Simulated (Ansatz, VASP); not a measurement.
# Two plane-wave programs on Sn3GeO8

```xyz
12
Lattice="-3.1554 -3.3560 3.3650 -3.1558 3.3559 -3.3655 3.1553 -3.3538 -3.3628" Properties=species:S:1:pos:R:3 pbc="T T T"
Sn   -0.0003   -3.3538   -3.3630
Sn   -1.5737    0.0010   -3.3640
Sn   -1.5822   -3.3550    0.0007
Ge    0.0000   -0.0001    0.0000
O    -3.1558    1.3531   -3.3640
O    -3.1557   -2.0354    0.0029
O     1.6853   -3.3526   -2.1058
O    -1.6857   -3.3525   -2.1066
O    -0.0001   -4.7069    0.0007
O    -0.0003   -1.3184   -3.3661
O    -1.4703   -0.0013   -1.2567
O    -4.8412   -0.0012   -1.2575
```

Change from the starting cell: cell x1, atoms moved at random (sigma 0.1 Å) and cell strained at random (1.5 %), then relaxed without symmetry.

Alike in both runs: functional PBE; k mesh 4 × 4 × 4; occupations gaussian, width 0.1 eV; no spin polarisation.

Ansatz relaxed the structure, and its values are those at the end. VASP's run is a single point on that final structure, the one shown.

|  | VASP | Ansatz |
| --- | --- | --- |
| version | VASP 6.6.1 | Ansatz 0.2.0 |
| potentials or method | VASP PAW PBE potentials, release 64 (Sn_d, Ge_d, O), cutoff 520 eV | scalar-relativistic, plane waves, PAW |
| valence electrons in the cell | 104 | 104 |

|  | VASP | Ansatz | Ansatz less VASP |
| --- | --- | --- | --- |
| gap on the k mesh at the Fermi level (eV) | 0.66 | 0.67 | +0.012 |
| least direct gap on the mesh (eV) | 0.66 | 0.67 | +0.012 |
| pressure (GPa) | 0.5 | 0.0 | -0.53 |
| rms of the force components (eV/Å) | 0.011 | 0.002 | -0.0087 |
